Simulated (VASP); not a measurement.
Write the native input for VASP 6.6.1 that does the following.

| Property | Result |
| --- | --- |
| Task | single point |
| Functional | PBE |
| Potentials or basis | VASP PAW PBE potentials, release 64 (Si, Ni) |
| Cutoff | 520 eV |
| k mesh | 16 × 16 × 16 |
| Occupations | gaussian, width 0.15 eV |
| Spin | no spin polarisation |
| Dipole correction | no |
| Further INCAR settings | ALGO = Normal; EDIFF = 1e-07; NBANDS = 16 |

The structure of Si2Ni lies in POSCAR:

```
Si2Ni
1.0
    0.0000000000      2.6417105182      2.7234129054
    2.6417105182      0.0000000000      2.7234129054
    2.6417105182      2.6417105182      0.0000000000
Si Ni
2 1
Direct
    0.2500000000      0.2500000000      0.2500000000
    0.7500000000      0.7500000000      0.7500000000
    0.0000000000      0.0000000000      0.0000000000
```

This cell differs from its parent crystal: strain -0.030 along x and y, +0.000 along z.

The input as run:

INCAR

```
PREC = Accurate
ENCUT = 520
EDIFF = 1E-7
ISMEAR = 0
SIGMA = 0.15
LREAL = F
LASPH = T
NELM = 100
ALGO = Normal
ISIF = 2
LWAVE = F
LCHARG = F
GGA = PE
NBANDS = 16
```

KPOINTS

```
regular mesh
0
Gamma
  16 16 16
```

Potentials or basis: VASP PAW PBE potentials, release 64 (Si, Ni).

The run is started by

```console
$ cat potpaw_PBE.64/Si/POTCAR potpaw_PBE.64/Ni/POTCAR > POTCAR
$ mpirun -np 1 vasp_std > vasp.out
```

Results of the run:

| Property | Result |
| --- | --- |
| Pressure | 9.9 GPa |
| Band gap on the k mesh | zero (bands 9 and 10 overlap by 2.06 eV) |

Caveat: the cell differs from its parent crystal (strain -0.030 along x and y, +0.000 along z); the cell stands under pressure.

It used 170 s of CPU time on 1 thread of Intel(R) Xeon(R) Platinum 8488C (Sapphire Rapids), on a shared host.
